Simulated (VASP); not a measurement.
# MgB2 (P6/mmm) in VASP: a series of runs

Runs on MgB2. Level: PBEsol. Tasks: single point.

Everything below comes from runs of VASP 6.6.1. Logs are shortened: lines on timing, memory, paths and dates and some standing lists are left out, and cuts for length are marked.

**1. The cell of the first run**

The structure is hexagonal, space group P6/mmm (No. 191). Conventional cell: a = 3.064 Å, b = 3.064 Å, c = 3.498 Å, α = 90.00°, β = 90.00°, γ = 120.00°. Within 3.3 Å of Mg (site symmetry 6/mmm) lie 12 B at 2.49 Å and 6 Mg at 3.06 Å. B (site symmetry -6m2) has 3 B at 1.77 Å within 2.3 Å.

**2. Single point, PBEsol**

Contents of INCAR:

```
SYSTEM = MgB2
  PREC = Accurate
  ENCUT = 520
  EDIFF = 1E-6
  ISMEAR = -1
  SIGMA = 0.15
  LREAL = .False.
  LASPH = .True.
  NELM = 60
  ALGO = Normal
  ISIF = 2
  LWAVE = .False.
  LCHARG = .True.
  GGA = PS
  LELF = .True.
  LVHAR = .True.
  NBANDS = 11
```

Contents of KPOINTS:

```
regular mesh
0
Gamma
  15 15 12
  0 0 0
```

Contents of POSCAR:

```
MgB2
1.0
    3.0642156131      0.0000000000      0.0000000000
   -1.5321078066      2.6536885636      0.0000000000
    0.0000000000      0.0000000000      3.4984914478
Mg B
1 2
Direct
    0.0000000000      0.0000000000      0.0000000000
    0.3333333333      0.6666666667      0.5000000000
    0.6666666667      0.3333333333      0.5000000000
```

Potentials or basis: VASP PAW PBE potentials, release 64 (Mg, B).

Command:

```console
$ cat potpaw_PBE.64/Mg/POTCAR potpaw_PBE.64/B/POTCAR > POTCAR
$ mpirun -np 1 vasp_std > vasp.out
```

OUTCAR:

```text
SYSTEM = MgB2
   PREC = Accurate
   ENCUT = 520
   EDIFF = 1E-6
   ISMEAR = -1
   LREAL = .False.
   LASPH = .True.
   NELM = 60
   ISIF = 2
   GGA = PS

 ion  position               nearest neighbor table
   1  0.000  0.000  0.000-   2 2.49   3 2.49   2 2.49   3 2.49   3 2.49   3 2.49   2 2.49   2 2.49
                             3 2.49   3 2.49   2 2.49   2 2.49
   2  0.333  0.667  0.500-   3 1.77   3 1.77   3 1.77   1 2.49   1 2.49   1 2.49   1 2.49   1 2.49
                             1 2.49
   3  0.667  0.333  0.500-   2 1.77   2 1.77   2 1.77   1 2.49   1 2.49   1 2.49   1 2.49   1 2.49
                             1 2.49

  LATTYP: Found a hexagonal cell.
 ALAT       =     3.0642156131
 C/A-ratio  =     1.1417249598

  Lattice vectors:

 A1 = (   3.0642156131,   0.0000000000,   0.0000000000)
 A2 = (  -1.5321078066,   2.6536885636,   0.0000000000)
 A3 = (   0.0000000000,   0.0000000000,   3.4984914478)

Analysis of symmetry for initial positions (statically):
=====================================================================
 Subroutine PRICEL returns:
 Original cell was already a primitive cell.

 Routine SETGRP: Setting up the symmetry group for a
 hexagonal supercell.

 Subroutine GETGRP returns: Found 24 space group operations
 (whereof 24 operations were pure point group operations)
 out of a pool of 24 trial point group operations.

The static configuration has the point symmetry D_6h.

Analysis of symmetry for dynamics (positions and initial velocities):
=====================================================================
 Subroutine PRICEL returns:
 Original cell was already a primitive cell.

 Routine SETGRP: Setting up the symmetry group for a
 hexagonal supercell.

 Subroutine GETGRP returns: Found 24 space group operations
 (whereof 24 operations were pure point group operations)
 out of a pool of 24 trial point group operations.

The dynamic configuration has the point symmetry D_6h.

 Subroutine INISYM returns: Found 24 space group operations
 (whereof 24 operations are pure point group operations),
 and found     1 'primitive' translations

----------------------------------------------------------------------------------------

                                     Primitive cell

  volume of cell :      28.4479

  direct lattice vectors                    reciprocal lattice vectors
     3.064215613  0.000000000  0.000000000     0.326347792  0.188416986  0.000000000
    -1.532107807  2.653688564  0.000000000     0.000000000  0.376833971  0.000000000
     0.000000000  0.000000000  3.498491448     0.000000000  0.000000000  0.285837486

  length of vectors
     3.064215613  3.064215613  3.498491448     0.376833971  0.376833971  0.285837486

  position of ions in fractional coordinates (direct lattice)
     0.000000000  0.000000000  0.000000000
     0.333333333  0.666666667  0.500000000
     0.666666667  0.333333333  0.500000000

  ion indices of the primitive-cell ions
   primitive index   ion index
                 1           1
                 2           2
                 3           3

----------------------------------------------------------------------------------------

 KPOINTS: regular mesh

Automatic generation of k-mesh.
 Grid dimensions read from file:
 generate k-points for:   15   15   12

 Generating k-lattice:

  Cartesian coordinates                     Fractional coordinates (reciprocal lattice)
     0.021756519  0.012561132  0.000000000     0.066666667  0.000000000  0.000000000
     0.000000000  0.025122265  0.000000000     0.000000000  0.066666667  0.000000000
     0.000000000  0.000000000  0.023819790     0.000000000  0.000000000  0.083333333

  Length of vectors
     0.025122265  0.025122265  0.023819790

  Shift w.r.t. Gamma in fractional coordinates (k-lattice)
     0.000000000  0.000000000  0.000000000

 Subroutine IBZKPT returns following result:
 ===========================================

 Found    189 irreducible k-points:

 Following reciprocal coordinates:
            Coordinates               Weight
  0.000000  0.000000  0.000000      1.000000
  0.066667 -0.000000  0.000000      6.000000
  0.133333  0.000000  0.000000      6.000000
  0.200000 -0.000000  0.000000      6.000000
  0.266667  0.000000  0.000000      6.000000
  0.333333 -0.000000  0.000000      6.000000
[... 16 lines left out ...]
  0.333333  0.200000  0.000000     12.000000
  0.400000  0.200000  0.000000      6.000000
 [... further k-points ...]
   k-points           NKPTS =    189   k-points in BZ     NKDIM =    189   number of bands    NBANDS=     11
   number of dos      NEDOS =    301   number of ions     NIONS =      3
   total plane-waves  NPLWV =  16128
   dimension x,y,z NGX =    24 NGY =   24 NGZ =   28
   dimension x,y,z NGXF=    48 NGYF=   48 NGZF=   56
   ions per type =               1   2
   NGX,Y,Z   is equivalent  to a cutoff of  13.02, 13.02, 13.31 a.u.
   NGXF,Y,Z  is equivalent  to a cutoff of  26.04, 26.04, 26.61 a.u.
 SYSTEM =  MgB2
   PREC   = accura    normal or accurate (medium, high low for compatibility)
   ISTART =      0    job   : 0-new  1-cont  2-samecut
   ICHARG =      2    charge: 1-file 2-atom 10-const
   ISPIN  =      1    spin polarized calculation?
   LNONCOLLINEAR =      F non collinear calculations
   LSORBIT =      F    spin-orbit coupling
   LASPH  =      T    aspherical Exc in radial PAW
   ENCUT  =  520.0 eV  38.22 Ry    6.18 a.u.   5.70  5.70  6.50*2*pi/ulx,y,z
   NELM   =     60;   NELMIN=  2; NELMDL= -5     # of ELM steps
   EDIFF  = 0.1E-05   stopping-criterion for ELM
   LREAL  =      F    real-space projection
   EDIFFG = 0.1E-04   stopping-criterion for IOM
   NSW    =      0    number of steps for IOM
   IBRION =     -1    ionic relax: 0-MD 1-quasi-New 2-CG
   NFREE  =      0    steps in history (QN), initial steepest desc. (CG)
   ISIF   =      2    stress and relaxation
   ISYM   =      2    0-nonsym 1-usesym 2-fastsym
   POTIM  = 0.5000    time-step for ionic-motion
   TEBEG  =    0.0;   TEEND  =   0.0 temperature during run
   PSTRESS=    0.0 pullay stress
   NELECT =       8.0000    total number of electrons
   NUPDOWN=      -1.0000    fix difference up-down
   EMIN   =  10.00;   EMAX   =-10.00  energy-range for DOS
   EFERMI =   0.00;   METHOD = LEGACY
   ISMEAR =    -1;   SIGMA  =   0.15  broadening in eV -4-tet -1-fermi 0-gaus
   EFERMI_NEDOS =   21; number of points for ismear=-14 and -15
   IALGO  =     38    algorithm
   IMIX   =      4    mixing-type and parameters
     AMIX     =   0.40;   BMIX     =  1.00
     AMIX_MAG =   1.60;   BMIX_MAG =  1.00
  volume/ion in A,a.u.               =       9.48        63.99
  Fermi-wavevector in a.u.,A,eV,Ry     =   1.072560  2.026844 15.651928  1.150384
  Thomas-Fermi vector in A             =   2.208333
   LORBIT       =      0    0 simple, 1 ext, 2 COOP (PROOUT), +10 PAW based schemes
   GGA     = PS    functional components
   LHFCALC =     F    Hartree Fock is set to
   AEXX    =    0.0000 exact exchange contribution
   IVDW    =     0    specifies the selected vdW correction
   LEPSILON=     F    determine dielectric tensor
   LRPA    =     F    only Hartree local field effects (RPA)
 non-spin polarized calculation
  energy-cutoff  :      520.00
  volume of cell :       28.45
 maximum number of plane-waves:       781
 NGX is ok and might be reduce to    24
   NGX = 11   NGY = 11   NGZ = 13

 number of electron       8.0000000 magnetization

 Free energy of the ion-electron system (eV)
  ---------------------------------------------------
  ext. energy  EPLUGINS =         0.00000000
  ---------------------------------------------------
  free energy    TOTEN  =       -16.24881034 eV

  energy without entropy =      -16.19910474  energy(sigma->0) =      -16.22395754

 E-fermi :   5.3392     XC(G=0): -11.0745

 val. band max:        5.3289698267   @ k =   0.0667  -0.0000   0.0000
 cond. band min:       5.3414580986   @ k =   0.1333   0.0000   0.3333
 fundamental gap:      0.0124882719
 Fermi energy:         5.3391804205

 k-point     1 :       0.0000    0.0000    0.0000
  band No.  band energies     occupation
      1      -7.1800      2.00000
      2       2.3707      2.00000
      3       5.7348      0.13352
      4       5.7348      0.13352
      5       7.0268      0.00003
      6      11.7103      0.00000
      7      11.7103      0.00000
      8      13.6807      0.00000
      9      15.4693      0.00000
     10      18.1168      0.00000
     11      21.6223      0.00000

 k-point     2 :       0.0667   -0.0000    0.0000
  band No.  band energies     occupation
      1      -7.1019      2.00000
      2       2.4469      2.00000
      3       5.3290      1.03402
      4       5.5424      0.41010
      5       7.0941      0.00002
      6      11.6703      0.00000
      7      12.0615      0.00000
      8      13.8415      0.00000
      9      15.1852      0.00000
     10      18.5147      0.00000
     11      21.2496      0.00000

 k-point     3 :       0.1333    0.0000    0.0000
  band No.  band energies     occupation
      1      -6.8680      2.00000
      2       2.6746      2.00000
      3       4.3079      1.99794
      4       5.0786      1.70072
      5       7.3049      0.00000
      6      11.4422      0.00000
      7      12.9973      0.00000
      8      14.2961      0.00000
      9      14.3959      0.00000
     10      19.5668      0.00000
     11      20.4885      0.00000
[... 267 lines left out ...]
 k-point    23 :       0.3333    0.2000    0.0000
  band No.  band energies     occupation
      1      -3.4974      2.00000
      2      -1.2841      2.00000
      3       0.9690      2.00000
      4       5.7442      0.12589
      5       8.5989      0.00000
      6      10.4717      0.00000
      7      11.8129      0.00000
      8      13.6572      0.00000
      9      15.1299      0.00000
     10      17.3660      0.00000
     11      18.2705      0.00000

 k-point    24 :       0.4000    0.2000    0.0000
  band No.  band energies     occupation
      1      -2.7619      2.00000
      2      -2.1179      2.00000
      3       0.8756      2.00000
      4       6.1415      0.00946
      5       8.1173      0.00000
      6      11.0568      0.00000
      7      11.3203      0.00000
      8      13.5955      0.00000
      9      14.9793      0.00000
     10      17.3676      0.00000
     11      19.2899      0.00000

 [... further k-points ...]
[... 5 lines left out ...]
  --------------------------------------------------------------------------------------
  -------------------------------------------------------------------------------------
  Total        0.0137786      0.0137786     -0.0308110     -0.0000000      0.0000000     -0.0000000
  in kB        0.7760077      0.7760077     -1.7352681     -0.0000000      0.0000000     -0.0000000
  external PRESSURE =      -0.0610842 kB  Pullay stress =       0.0000000 kB

 VOLUME and BASIS-vectors are now :
 -----------------------------------------------------------------------------
  energy-cutoff  :      520.00
  volume of cell :       28.45
      direct lattice vectors                 reciprocal lattice vectors
     3.064215613  0.000000000  0.000000000     0.326347792  0.188416986  0.000000000
    -1.532107807  2.653688564  0.000000000     0.000000000  0.376833971  0.000000000
     0.000000000  0.000000000  3.498491448     0.000000000  0.000000000  0.285837486

 POSITION                                       TOTAL-FORCE (eV/Angst)
 -----------------------------------------------------------------------------------
      0.00000      0.00000      0.00000        -0.000000      0.000000      0.000000
     -0.00000      1.76913      1.74925        -0.000000      0.000000      0.000000
      1.53211      0.88456      1.74925         0.000000      0.000000      0.000000
 -----------------------------------------------------------------------------------
    total drift:                                0.000000     -0.000000      0.000000

  FREE ENERGIE OF THE ION-ELECTRON SYSTEM (eV)
  ---------------------------------------------------
  free  energy   TOTEN  =       -16.2488103403 eV

  energy  without entropy=      -16.1991047407  energy(sigma->0) =      -16.22395754
```

Wall time 18 s (1 thread of Intel Xeon 6975P-C (Granite Rapids), shared host); peak memory 0.18 GiB.

What came out:

```yaml
Free_energy: -16.2488 eV
Pressure: 0.0 GPa
Band_gap_on_the_k_mesh: zero (band 4 reaches 7.17 eV, above the bottom of band 5 at 3.29 eV)
```

Levels at points of the mesh, in eV from the Fermi level:
```
           k point  band 2  band 3  band 4  band 5  band 6  band 7
(0.00, 0.00, 0.00)   -2.97    0.40    0.40    1.69    6.37    6.37
(0.00, 0.00, 0.50)   -7.53    0.78    0.78    6.69    6.69    8.08
```

Caveat: the PAW data sets were made with another functional, which shifts forces and pressure a little.

**3. Single point, PBEsol (volume scaled by 1.02, then relaxed in part)**

Contents of INCAR:

```
  ALGO = Normal
  EDIFF = 1E-7
  ENCUT = 520
  GGA = PS
  ISIF = 2
  ISMEAR = -1
  LASPH = True
  LCHARG = True
  LELF = True
  LREAL = False
  LVHAR = True
  LWAVE = False
  NBANDS = 11
  NELM = 80
  PREC = Accurate
  SIGMA = 0.15
```

Contents of KPOINTS:

```
k-points
0
Gamma
  15 15 12
```

Contents of POSCAR:

```
MgB2
1.0
    3.0801439144      0.0000000000      0.0000000000
   -1.5400719572      2.6674828771      0.0000000000
    0.0000000000      0.0000000000      3.5316496463
Mg B
1 2
Direct
    0.0000000000      0.0000000000      0.0000000000
    0.3333333333      0.6666666667      0.5000000000
    0.6666666667      0.3333333333      0.5000000000
```

Potentials or basis: VASP PAW PBE potentials, release 64 (Mg, B).

Command:

```console
$ cat potpaw_PBE.64/Mg/POTCAR potpaw_PBE.64/B/POTCAR > POTCAR
$ mpirun -np 1 vasp_std > vasp.out
```

Run time: 20 s. Hardware: 1 thread of Intel Xeon 6975P-C (Granite Rapids), shared host; peak memory 0.18 GiB.

The run converged. Its results:

```
Free energy            : -16.2438 eV
Pressure               : -2.8 GPa
Band gap on the k mesh : zero (band 4 reaches 6.99 eV, above the bottom of band 5 at 3.19 eV)
```

Stress tensor (GPa, compression positive):
```
-2.75  0.00  0.00
 0.00 -2.75  0.00
 0.00  0.00 -2.97
```

Levels at points of the mesh, in eV from the Fermi level:
```csv
k point,band 1,band 2,band 3,band 4,band 5,band 6,band 7,band 8
"(0.00, 0.00, 0.00)",-12.40,-2.97,0.40,0.40,1.57,6.33,6.33,8.19
"(0.00, 0.00, 0.50)",-11.13,-7.45,0.77,0.77,6.65,6.65,8.00,9.85
```

Caveat: the PAW data sets were made with another functional, which shifts forces and pressure a little.
